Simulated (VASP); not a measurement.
# SnSe2 (P-3m1) in VASP: further runs

Runs on SnSe2. Level: PBE+D3(BJ). Tasks: single point.

Program: VASP 6.6.1. These are calculated values, not measurements. Logs are shortened: lines on timing, memory, paths and dates and some standing lists are left out, and cuts for length are marked.

### 1 The cell of the first run

The structure is trigonal, space group P-3m1 (No. 164). Conventional cell: a = 3.696 Å, b = 3.696 Å, c = 7.308 Å, α = 90.00°, β = 90.00°, γ = 120.00°. Within 3.8 Å of Sn (site symmetry -3m) lie 6 Se at 2.88 Å and 6 Sn at 3.70 Å. Se (site symmetry 3m) has 3 Sn at 2.88 Å and 6 Se at 3.70 Å within 3.8 Å.

### 2 Single point, PBE+D3(BJ)

The input, INCAR:

```
  PREC = Accurate
  ENCUT = 500
  EDIFF = 1E-6
  ISMEAR = 0
  SIGMA = 0.03
  LREAL = F
  LASPH = T
  NELM = 120
  ALGO = Normal
  ISIF = 2
  LWAVE = F
  LCHARG = T
  GGA = PE
  IVDW = 12
  LELF = T
  LVHAR = T
  NBANDS = 20
  GGA_COMPAT = F
```

The input, KPOINTS:

```
regular mesh
0
Gamma
  12 12 6
```

The input, POSCAR:

```
SnSe2
1.0
    3.6960000000      0.0000000000      0.0000000000
   -1.8480000000      3.2008298924      0.0000000000
    0.0000000000      0.0000000000      7.3081000000
Sn Se
1 2
Direct
    0.0000000000      0.0000000000      0.0000000000
    0.3333333333      0.6666666667      0.2651331237
    0.6666666667      0.3333333333      0.7348668763
```

Potentials or basis: VASP PAW PBE potentials, release 64 (Sn_d, Se).

The run is started by

```
> cat potpaw_PBE.64/Sn_d/POTCAR potpaw_PBE.64/Se/POTCAR > POTCAR
> mpirun -np 1 vasp_std > vasp.out
```

OUTCAR:

```text
PREC = Accurate
   ENCUT = 500
   EDIFF = 1E-6
   ISMEAR = 0
   LREAL = F
   LASPH = T
   NELM = 120
   ISIF = 2
   GGA = PE
   IVDW = 12
 IVDW          = 12

 ion  position               nearest neighbor table
   1  0.000  0.000  0.000-   2 2.88   3 2.88   3 2.88   2 2.88   3 2.88   2 2.88
   2  0.333  0.667  0.265-   1 2.88   1 2.88   1 2.88
   3  0.667  0.333  0.735-   1 2.88   1 2.88   1 2.88

  LATTYP: Found a hexagonal cell.
 ALAT       =     3.6960000000
 C/A-ratio  =     1.9772997835

  Lattice vectors:

 A1 = (   3.6960000000,   0.0000000000,   0.0000000000)
 A2 = (  -1.8480000000,   3.2008298924,   0.0000000000)
 A3 = (   0.0000000000,   0.0000000000,   7.3081000000)

Analysis of symmetry for initial positions (statically):
=====================================================================
 Subroutine PRICEL returns:
 Original cell was already a primitive cell.

 Routine SETGRP: Setting up the symmetry group for a
 hexagonal supercell.

 Subroutine GETGRP returns: Found 12 space group operations
 (whereof 12 operations were pure point group operations)
 out of a pool of 24 trial point group operations.

The static configuration has the point symmetry D_3d.

Analysis of symmetry for dynamics (positions and initial velocities):
=====================================================================
 Subroutine PRICEL returns:
 Original cell was already a primitive cell.

 Routine SETGRP: Setting up the symmetry group for a
 hexagonal supercell.

 Subroutine GETGRP returns: Found 12 space group operations
 (whereof 12 operations were pure point group operations)
 out of a pool of 24 trial point group operations.

The dynamic configuration has the point symmetry D_3d.

 Subroutine INISYM returns: Found 12 space group operations
 (whereof 12 operations are pure point group operations),
 and found     1 'primitive' translations

----------------------------------------------------------------------------------------

                                     Primitive cell

  volume of cell :      86.4568

  direct lattice vectors                    reciprocal lattice vectors
     3.696000000  0.000000000  0.000000000     0.270562771  0.156209488  0.000000000
    -1.848000000  3.200829892  0.000000000     0.000000000  0.312418977  0.000000000
     0.000000000  0.000000000  7.308100000     0.000000000  0.000000000  0.136834471

  length of vectors
     3.696000000  3.696000000  7.308100000     0.312418977  0.312418977  0.136834471

  position of ions in fractional coordinates (direct lattice)
[... 81 lines left out ...]
   EDIFF  = 0.1E-05   stopping-criterion for ELM
   LREAL  =      F    real-space projection
   EDIFFG = 0.1E-04   stopping-criterion for IOM
   NSW    =      0    number of steps for IOM
   IBRION =     -1    ionic relax: 0-MD 1-quasi-New 2-CG
   NFREE  =      0    steps in history (QN), initial steepest desc. (CG)
   ISIF   =      2    stress and relaxation
   ISYM   =      2    0-nonsym 1-usesym 2-fastsym
   POTIM  = 0.5000    time-step for ionic-motion
   TEBEG  =    0.0;   TEEND  =   0.0 temperature during run
   PSTRESS=    0.0 pullay stress
   NELECT =      26.0000    total number of electrons
   NUPDOWN=      -1.0000    fix difference up-down
   EMIN   =  10.00;   EMAX   =-10.00  energy-range for DOS
   EFERMI =   0.00;   METHOD = LEGACY
   ISMEAR =     0;   SIGMA  =   0.03  broadening in eV -4-tet -1-fermi 0-gaus
   EFERMI_NEDOS =   21; number of points for ismear=-14 and -15
   IALGO  =     38    algorithm
   IMIX   =      4    mixing-type and parameters
     AMIX     =   0.40;   BMIX     =  1.00
     AMIX_MAG =   1.60;   BMIX_MAG =  1.00
  volume/ion in A,a.u.               =      28.82       194.48
  Fermi-wavevector in a.u.,A,eV,Ry     =   1.096814  2.072678 16.367818  1.203001
  Thomas-Fermi vector in A             =   2.233163
   LORBIT       =      0    0 simple, 1 ext, 2 COOP (PROOUT), +10 PAW based schemes
   GGA     = PE    functional components
   LHFCALC =     F    Hartree Fock is set to
   AEXX    =    0.0000 exact exchange contribution
   IVDW    =    12    specifies the selected vdW correction
   LEPSILON=     F    determine dielectric tensor
   LRPA    =     F    only Hartree local field effects (RPA)
 non-spin polarized calculation
 Gauss-broadening in eV      SIGMA  =   0.03
  energy-cutoff  :      500.00
  volume of cell :       86.46
 maximum number of plane-waves:      2210
 NGX is ok and might be reduce to    28
   NGX = 13   NGY = 13   NGZ = 27

 number of electron      26.0000005 magnetization

 Free energy of the ion-electron system (eV)
  ---------------------------------------------------
  ext. energy  EPLUGINS =         0.00000000
  ---------------------------------------------------
  free energy    TOTEN  =       -11.10487200 eV

  energy without entropy =      -11.10400314  energy(sigma->0) =      -11.10443757

 E-fermi :   3.5178     XC(G=0):  -9.0453

 val. band max:        3.5081808026   @ k =   0.5000   0.0000   0.1667
 cond. band min:       3.5224387091   @ k =   0.3333   0.2500   0.0000
 fundamental gap:      0.0142579064
 Fermi energy:         3.5178379232

 k-point     1 :       0.0000    0.0000    0.0000
  band No.  band energies     occupation
      1     -18.0746      2.00000
      2     -18.0746      2.00000
      3     -18.0009      2.00000
      4     -17.9839      2.00000
      5     -17.9839      2.00000
      6      -9.9869      2.00000
[... 541 lines left out ...]
     19      11.5442      0.00000
     20      11.6867      0.00000

 [... further k-points ...]

------------------------ aborting loop because EDIFF is reached ----------------------------------------

 Edisp (eV)   -0.96421

 E8    (eV) :    -0.4221

  FORCE on cell =-STRESS in cart. coord.  units (eV):
  Direction    XX          YY          ZZ          XY          YZ          ZX
  --------------------------------------------------------------------------------------
  -------------------------------------------------------------------------------------
  Total      -0.15818    -0.15818    -8.15283     0.00000     0.00000     0.00000
  in kB      -2.93129    -2.93129  -151.08458     0.00000     0.00000     0.00000
  external pressure =      -52.32 kB  Pullay stress =        0.00 kB

 VOLUME and BASIS-vectors are now :
 -----------------------------------------------------------------------------
  energy-cutoff  :      500.00
  volume of cell :       86.46
      direct lattice vectors                 reciprocal lattice vectors
     3.696000000  0.000000000  0.000000000     0.270562771  0.156209488  0.000000000
    -1.848000000  3.200829892  0.000000000     0.000000000  0.312418977  0.000000000
     0.000000000  0.000000000  7.308100000     0.000000000  0.000000000  0.136834471

 POSITION                                       TOTAL-FORCE (eV/Angst)
 -----------------------------------------------------------------------------------
      0.00000      0.00000      0.00000         0.000000      0.000000      0.000000
     -0.00000      2.13389      1.93762         0.000000      0.000000     -1.779397
      1.84800      1.06694      5.37048        -0.000000     -0.000000      1.779397
 -----------------------------------------------------------------------------------
    total drift:                               -0.000000      0.000000      0.000000

  FREE ENERGIE OF THE ION-ELECTRON SYSTEM (eV)
  ---------------------------------------------------
  free  energy   TOTEN  =       -12.0690804964 eV

  energy  without entropy=      -12.0682116350  energy(sigma->0) =      -12.06864607
```

OSZICAR:

```text
N       E                     dE             d eps       ncg     rms          rms(c)
DAV:   1     0.198823566172E+03    0.19882E+03   -0.11831E+04  4064   0.138E+03
DAV:   2     0.114832430871E+02   -0.18734E+03   -0.18068E+03  4340   0.363E+02
DAV:   3    -0.105468905247E+02   -0.22030E+02   -0.21559E+02  4852   0.110E+02
DAV:   4    -0.113310452486E+02   -0.78415E+00   -0.78150E+00  4752   0.221E+01
DAV:   5    -0.113511539413E+02   -0.20109E-01   -0.20107E-01  5448   0.371E+00    0.401E+00
DAV:   6    -0.111203652318E+02    0.23079E+00   -0.72019E-01  5656   0.665E+00    0.245E+00
DAV:   7    -0.111056678653E+02    0.14697E-01   -0.91882E-02  4484   0.161E+00    0.101E+00
DAV:   8    -0.111046052648E+02    0.10626E-02   -0.14191E-02  4804   0.702E-01    0.209E-01
DAV:   9    -0.111048391696E+02   -0.23390E-03   -0.19492E-03  4460   0.277E-01    0.647E-02
DAV:  10    -0.111048614518E+02   -0.22282E-04   -0.22893E-04  4700   0.884E-02    0.279E-02
DAV:  11    -0.111048677214E+02   -0.62696E-05   -0.25157E-05  4896   0.419E-02    0.674E-03
DAV:  12    -0.111048715629E+02   -0.38415E-05   -0.48273E-06  4516   0.126E-02    0.415E-03
DAV:  13    -0.111048719984E+02   -0.43554E-06   -0.71588E-07  3500   0.574E-03
   1 F= -.12069080E+02 E0= -.12068646E+02  d E =-.868861E-03
```

stdout:

```text
POSCAR found type information on POSCAR SnSe
 POSCAR found :  2 types and       3 ions
 scaLAPACK will be used
 LDA part: xc-table for (Slater+PW92), standard interpolation
 POSCAR, INCAR and KPOINTS ok, starting setup
 FFT: planning ... GRIDC
 FFT: planning ... GRID_SOFT
 FFT: planning ... GRID
 WAVECAR not read
 entering main loop
```

Run time: 80 s. Hardware: 1 thread of Intel Xeon 6975P-C (Granite Rapids), shared host; peak memory 0.3 GiB.

Results:

- Free energy: -12.0691 eV
- Pressure: -5.2 GPa
- Largest force: 1.779 eV/Å
- Band gap on the k mesh: zero (band 13 reaches 3.75 eV, above the bottom of band 14 at 2.92 eV)
- Dispersion energy per atom: -0.321 eV

Forces on the atoms (eV/Å):
```
Sn   0.000  0.000  0.000
Se   0.000  0.000 -1.779
Se   0.000  0.000  1.779
```

Caveat: spin-orbit coupling is left out, which moves the levels of the heavy elements; forces of over 1 eV/Å act on the atoms, so gaps and moduli don't describe the material at rest.

### 3 Single point, PBE+D3(BJ)

This run uses another cell than the first one, of 18.58 Å³/atom, 0.645 times its volume.

The input, INCAR:

```
SYSTEM = SnSe2
PREC = Accurate
ENCUT = 500
EDIFF = 1E-6
ISMEAR = 0
SIGMA = 0.03
LREAL = .False.
LASPH = .True.
NELM = 120
ALGO = Normal
ISIF = 2
LWAVE = .False.
LCHARG = .False.
GGA = PE
IVDW = 12
NBANDS = 20
GGA_COMPAT = .False.
```

The input, KPOINTS:

```
regular mesh
0
Gamma
  12 12 6
  0 0 0
```

Changes to POSCAR since step 2:

```diff
@@ -4,3 +4,3 @@
    -1.8480000000      3.2008298924      0.0000000000
-    0.0000000000      0.0000000000      7.3081000000
+    0.0000000000      0.0000000000      4.7118000000
 Sn Se
```

Potentials or basis: VASP PAW PBE potentials, release 64 (Sn_d, Se).

The run is started by

```
> cat potpaw_PBE.64/Sn_d/POTCAR potpaw_PBE.64/Se/POTCAR > POTCAR
> mpirun -np 1 vasp_std > vasp.out
```

OUTCAR:

```text
SYSTEM = SnSe2
   PREC = Accurate
   ENCUT = 500
   EDIFF = 1E-6
   ISMEAR = 0
   LREAL = .False.
   LASPH = .True.
   NELM = 120
   ISIF = 2
   GGA = PE
   IVDW = 12
 IVDW          = 12

 ion  position               nearest neighbor table
   1  0.000  0.000  0.000-   2 2.47   3 2.47   3 2.47   2 2.47   3 2.47   2 2.47
   2  0.333  0.667  0.265-   1 2.47   1 2.47   1 2.47
   3  0.667  0.333  0.735-   1 2.47   1 2.47   1 2.47

  LATTYP: Found a hexagonal cell.
 ALAT       =     3.6960000000
 C/A-ratio  =     1.2748376623

  Lattice vectors:

[... 744 lines left out ...]
 Edisp (eV)   -1.51788

 E8    (eV) :    -0.6636

  FORCE on cell =-STRESS in cart. coord.  units (eV):
  Direction    XX          YY          ZZ          XY          YZ          ZX
  --------------------------------------------------------------------------------------
  -------------------------------------------------------------------------------------
  Total      14.91016    14.91016    15.49025    -0.00000     0.00000     0.00000
  in kB     428.55979   428.55979   445.23320    -0.00000     0.00000     0.00000
  external pressure =      434.12 kB  Pullay stress =        0.00 kB

 VOLUME and BASIS-vectors are now :
 -----------------------------------------------------------------------------
  energy-cutoff  :      500.00
  volume of cell :       55.74
      direct lattice vectors                 reciprocal lattice vectors
     3.696000000  0.000000000  0.000000000     0.270562771  0.156209488  0.000000000
    -1.848000000  3.200829892  0.000000000     0.000000000  0.312418977  0.000000000
     0.000000000  0.000000000  4.711800000     0.000000000  0.000000000  0.212233117

 POSITION                                       TOTAL-FORCE (eV/Angst)
 -----------------------------------------------------------------------------------
      0.00000      0.00000      0.00000        -0.000000      0.000000      0.000000
     -0.00000      2.13389      1.24925         0.000000     -0.000000      4.137175
      1.84800      1.06694      3.46255        -0.000000      0.000000     -4.137175
 -----------------------------------------------------------------------------------
    total drift:                               -0.000000      0.000000      0.000000

  FREE ENERGIE OF THE ION-ELECTRON SYSTEM (eV)
  ---------------------------------------------------
  free  energy   TOTEN  =       -10.5383948385 eV

  energy  without entropy=      -10.5381885878  energy(sigma->0) =      -10.53829171
```

Wall time 40 s (1 thread of Intel Xeon 6975P-C (Granite Rapids), shared host); peak memory 0.25 GiB.

What came out:

```
Free energy                : -10.5384 eV
Pressure                   : 43.4 GPa
Largest force              : 4.137 eV/Å
Band gap on the k mesh     : zero (band 13 reaches 9.80 eV, above the bottom of band 14 at 9.49 eV)
Dispersion energy per atom : -0.506 eV
```

Forces in eV/Å, atoms in the order of the input:
```
Sn   0.000  0.000  0.000
Se   0.000  0.000  4.137
Se   0.000  0.000 -4.137
```

Stress tensor (GPa, compression positive):
```
42.86  0.00  0.00
 0.00 42.86  0.00
 0.00  0.00 44.52
```

Levels at points of the mesh, in eV from the Fermi level:
```
           k point  band 10  band 11  band 12  band 13  band 14  band 15  band 16  band 17
(0.00, 0.00, 0.00)    -3.03    -2.96    -2.96     0.18     0.43     0.60     3.69     3.69
(0.50, 0.00, 0.00)    -6.03    -5.35    -3.27    -1.24     0.00     2.95     4.18     4.28
(0.00, 0.00, 0.50)    -3.31    -3.31    -2.20    -2.20     1.36     1.80     2.23     2.23
(0.50, 0.00, 0.50)    -5.28    -3.12    -2.95    -2.83     1.73     3.34     5.32     6.38
```

Caveat: spin-orbit coupling is left out, which moves the levels of the heavy elements; pairwise dispersion overbinds metals, which lowers pressure and volume; forces of over 1 eV/Å act on the atoms, so gaps and moduli don't describe the material at rest.
